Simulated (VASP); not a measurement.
# Ta (P6_3/mmc) in VASP: notebook, part 2 of 2

VASP 6.6.1.

### Step 3. Single point, PBEsol (strain +0.0300 x Voigt [0, 0, 1, 0, 0, 0])

File INCAR:

```
ALGO     = Fast           # electronic algorithm
EDIFF    = 1E-7           # SCF threshold, eV
ENCUT    = 520            # plane-wave cutoff, eV
GGA      = PS             # functional
ISIF     = 2              # what is computed and relaxed
ISMEAR   = 0              # smearing method
LASPH    = T              # aspherical terms in the spheres
LCHARG   = T              # write CHGCAR
LELF     = T              # ELF
LREAL    = F              # projectors in reciprocal space
LVHAR    = T            
LWAVE    = F              # write WAVECAR
NBANDS   = 18             # bands
NELM     = 60             # most SCF steps
PREC     = Accurate       # precision mode
SIGMA    = 0.15           # smearing width, eV
```

File KPOINTS:

```
k-points
0
Gamma
  18 18 10
```

File POSCAR:

```
Ta
1.0
    2.9003720726      0.0000000000      0.0000000000
   -1.4501860363      2.5117958953      0.0000000000
    0.0000000000      0.0000000000      5.3212622200
Ta
2
Direct
    0.6666666667      0.3333333333      0.7500000000
    0.3333333333      0.6666666667      0.2500000000
```

Potentials or basis: VASP PAW PBE potentials, release 64 (Ta_pv).

The run is started by

```sh
$ cat potpaw_PBE.64/Ta_pv/POTCAR > POTCAR
$ mpirun -np 1 vasp_std > vasp.out
```

Wall time 54 s (1 thread of Intel Xeon 6975P-C (Granite Rapids), shared host); peak memory 0.26 GiB.

It converged, with:

* Free energy: -24.4178 eV
* Pressure: -11.4 GPa
* Band gap on the k mesh: zero (band 11 reaches 6.60 eV, above the bottom of band 12 at 4.42 eV)

Stress tensor (GPa, compression positive):
```
 -9.84   0.00   0.00
  0.00  -9.84   0.00
  0.00   0.00 -14.56
```

Levels at points of the mesh, in eV from the Fermi level:
| k point | band 8 | band 9 | band 10 | band 11 | band 12 | band 13 | band 14 | band 15 |
| --- | --- | --- | --- | --- | --- | --- | --- | --- |
| (0.00, 0.00, 0.00) | -4.87 | -0.77 | -0.36 | 0.67 | 0.67 | 1.15 | 1.15 | 3.14 |
| (0.50, 0.00, 0.00) | -3.69 | -3.19 | -0.49 | -0.34 | 0.37 | 1.10 | 5.21 | 6.45 |
| (0.00, 0.00, 0.50) | -6.33 | -1.26 | -1.26 | 0.74 | 0.74 | 0.74 | 0.74 | 4.34 |
| (0.50, 0.00, 0.50) | -4.16 | -2.25 | -2.25 | 1.47 | 1.47 | 2.66 | 2.66 | 5.17 |

Caveat: the cell differs from its parent crystal (strain +0.0300 x Voigt [0, 0, 1, 0, 0, 0]); the PAW data sets were made with another functional, which shifts forces and pressure a little; spin-orbit coupling is left out, which moves the levels of the heavy elements.

### Step 4. Single point, PBEsol (strain +0.0350 x Voigt [0, 0, 1, 0, 0, 0])

File INCAR:

```
  ALGO = Fast
  EDIFF = 1E-6
  ENCUT = 520
  GGA = PS
  ISIF = 2
  ISMEAR = 0
  LASPH = T
  LCHARG = F
  LREAL = F
  LWAVE = F
  NBANDS = 18
  NELM = 60
  PREC = Accurate
  SIGMA = 0.15
```

KPOINTS is that of step 3.

POSCAR, as its differences from that of step 3:

```diff
@@ -4,3 +4,3 @@
    -1.4501860363      2.5117958953      0.0000000000
-    0.0000000000      0.0000000000      5.3212622200
+    0.0000000000      0.0000000000      5.3470935900
 Ta
```

Potentials or basis: VASP PAW PBE potentials, release 64 (Ta_pv).

The run is started by

```sh
$ cat potpaw_PBE.64/Ta_pv/POTCAR > POTCAR
$ mpirun -np 1 vasp_std > vasp.out
```

OUTCAR:

```text
EDIFF = 1E-6
   ENCUT = 520
   GGA = PS
   ISIF = 2
   ISMEAR = 0
   LASPH = T
   LREAL = F
   NELM = 60
   PREC = Accurate

 ion  position               nearest neighbor table
   1  0.667  0.333  0.750-   2 3.15   2 3.15   2 3.15   2 3.15   2 3.15   2 3.15
   2  0.333  0.667  0.250-   1 3.15   1 3.15   1 3.15   1 3.15   1 3.15   1 3.15

  LATTYP: Found a hexagonal cell.
 ALAT       =     2.9003720726
 C/A-ratio  =     1.8435888418

  Lattice vectors:

[... 693 lines left out ...]
 [... further k-points ...]

------------------------ aborting loop because EDIFF is reached ----------------------------------------

  FORCE on cell =-STRESS in cart. coord.  units (eV):
  Direction    XX          YY          ZZ          XY          YZ          ZX
  --------------------------------------------------------------------------------------
  -------------------------------------------------------------------------------------
  Total       -2.4914235     -2.4914235     -3.8127109     -0.0000000      0.0000000      0.0000000
  in kB     -102.4713130   -102.4713130   -156.8153645     -0.0000000      0.0000000      0.0000000
  external PRESSURE =    -120.5859968 kB  Pullay stress =       0.0000000 kB

 VOLUME and BASIS-vectors are now :
 -----------------------------------------------------------------------------
  energy-cutoff  :      520.00
  volume of cell :       38.95
      direct lattice vectors                 reciprocal lattice vectors
     2.900372073  0.000000000  0.000000000     0.344783350  0.199060760  0.000000000
    -1.450186036  2.511795895  0.000000000     0.000000000  0.398121520  0.000000000
     0.000000000  0.000000000  5.347093590     0.000000000  0.000000000  0.187017486

 POSITION                                       TOTAL-FORCE (eV/Angst)
 -----------------------------------------------------------------------------------
      1.45019      0.83727      4.01032         0.000000      0.000000      0.000000
     -0.00000      1.67453      1.33677        -0.000000     -0.000000      0.000000
 -----------------------------------------------------------------------------------
    total drift:                               -0.000000      0.000000     -0.000000

  FREE ENERGIE OF THE ION-ELECTRON SYSTEM (eV)
  ---------------------------------------------------
  free  energy   TOTEN  =       -24.4000971192 eV

  energy  without entropy=      -24.3691483116  energy(sigma->0) =      -24.38462272
```

stdout:

```text
POSCAR found type information on POSCAR Ta
 POSCAR found :  1 types and       2 ions
 scaLAPACK will be used
 -----------------------------------------------------------------------------
|                                                                             |
|                                                                             |
|     You enforced a specific xc type in the INCAR file but a different       |
|     I HOPE YOU KNOW WHAT YOU ARE DOING!                                     |
|                                                                             |
 -----------------------------------------------------------------------------

 LDA part: xc-table for (Slater+PW92), standard interpolation
 POSCAR, INCAR and KPOINTS ok, starting setup
 FFT: planning ... GRIDC
 FFT: planning ... GRID_SOFT
 FFT: planning ... GRID
 WAVECAR not read
 entering main loop
```

Run time: 48 s. Hardware: 1 thread of Intel Xeon 6975P-C (Granite Rapids), shared host; peak memory 0.25 GiB.

What came out:

| Item | Value |
| --- | --- |
| Free energy | -24.4001 eV |
| Pressure | -12.1 GPa |
| Band gap on the k mesh | zero (band 11 reaches 6.56 eV, above the bottom of band 12 at 4.37 eV) |

Stress tensor (GPa, compression positive):
```
-10.25   0.00   0.00
  0.00 -10.25   0.00
  0.00   0.00 -15.68
```

Caveat: the cell differs from its parent crystal (strain +0.0350 x Voigt [0, 0, 1, 0, 0, 0]); the PAW data sets were made with another functional, which shifts forces and pressure a little; spin-orbit coupling is left out, which moves the levels of the heavy elements.

### Step 5. Single point, PBEsol (strain +0.0400 x Voigt [0, 0, 1, 0, 0, 0])

File INCAR:

```
SYSTEM = Ta
ALGO     = Fast           ! electronic algorithm
EDIFF    = 1E-6           ! SCF threshold, eV
ENCUT    = 520            ! plane-wave cutoff, eV
GGA      = PS             ! functional
ISIF     = 2              ! what is computed and relaxed
ISMEAR   = 0              ! smearing method
LASPH    = .True.         ! aspherical terms in the spheres
LCHARG   = .False.        ! write CHGCAR
LREAL    = .False.        ! projectors in reciprocal space
LWAVE    = .False.        ! write WAVECAR
NBANDS   = 18             ! bands
NELM     = 60             ! most SCF steps
PREC     = Accurate       ! precision mode
SIGMA    = 0.15           ! smearing width, eV
```

File KPOINTS:

```
k-points
0
Gamma
  18 18 10
  0 0 0
```

POSCAR, as its differences from that of step 4:

```diff
@@ -4,3 +4,3 @@
    -1.4501860363      2.5117958953      0.0000000000
-    0.0000000000      0.0000000000      5.3470935900
+    0.0000000000      0.0000000000      5.3729249600
 Ta
```

The run is started by

```sh
$ cat potpaw_PBE.64/Ta_pv/POTCAR > POTCAR
$ mpirun -np 1 vasp_std > vasp.out
```

Wall time 48 s (1 thread of Intel Xeon 6975P-C (Granite Rapids), shared host); peak memory 0.25 GiB.

It converged, with:

* Free energy: -24.3811 eV
* Pressure: -12.7 GPa
* Band gap on the k mesh: zero (band 11 reaches 6.51 eV, above the bottom of band 12 at 4.33 eV)

Stress tensor (GPa, compression positive):
```
-10.63   0.00   0.00
  0.00 -10.63   0.00
  0.00   0.00 -16.75
```

Levels at points of the mesh, in eV from the Fermi level:
| k point | band 7 | band 8 | band 9 | band 10 | band 11 | band 12 | band 13 | band 14 | band 15 | band 16 |
| --- | --- | --- | --- | --- | --- | --- | --- | --- | --- | --- |
| (0.00, 0.00, 0.00) | -7.97 | -4.86 | -0.84 | -0.44 | 0.69 | 0.69 | 1.14 | 1.14 | 3.19 | 3.19 |
| (0.50, 0.00, 0.00) | -3.89 | -3.66 | -3.15 | -0.53 | -0.30 | 0.34 | 1.17 | 5.11 | 6.46 | 6.51 |
| (0.00, 0.00, 0.50) | -6.32 | -6.32 | -1.29 | -1.29 | 0.76 | 0.76 | 0.76 | 0.76 | 4.32 | 4.32 |
| (0.50, 0.00, 0.50) | -4.11 | -4.11 | -2.24 | -2.24 | 1.46 | 1.46 | 2.69 | 2.69 | 5.05 | 5.05 |

Caveat: the cell differs from its parent crystal (strain +0.0400 x Voigt [0, 0, 1, 0, 0, 0]); the PAW data sets were made with another functional, which shifts forces and pressure a little; spin-orbit coupling is left out, which moves the levels of the heavy elements.

### Step 6. The runs side by side

| cell | further INCAR settings | gap on the mesh (eV) | pressure (GPa) |
| --- | --- | --- | --- |
| a = 2.900, b = 2.900, c = 5.270 Å, angles 90.0, 90.0, 120.0°, 2 atoms | ALGO = Fast; EDIFF = 1e-07; NBANDS = 18 | none | -10.1 |
| a = 2.900, b = 2.900, c = 5.321 Å, angles 90.0, 90.0, 120.0°, 2 atoms | ALGO = Fast; EDIFF = 1e-07; NBANDS = 18 | none | -11.4 |
| a = 2.900, b = 2.900, c = 5.347 Å, angles 90.0, 90.0, 120.0°, 2 atoms | ALGO = Fast; EDIFF = 1e-06; NBANDS = 18 | none | -12.1 |
| a = 2.900, b = 2.900, c = 5.373 Å, angles 90.0, 90.0, 120.0°, 2 atoms | ALGO = Fast; EDIFF = 1e-06; NBANDS = 18 | none | -12.7 |

Alike in all rows: task single point; level PBEsol; potentials or basis VASP PAW PBE potentials, release 64 (Ta_pv); no spin polarisation; k mesh 18 × 18 × 10; cutoff (eV) 520; smearing gaussian 0.15 eV.

Caveats: the PAW data sets were made with another functional, which shifts forces and pressure a little; spin-orbit coupling is left out, which moves the levels of the heavy elements.

Absolute energies hang on the potentials; compare differences alone.
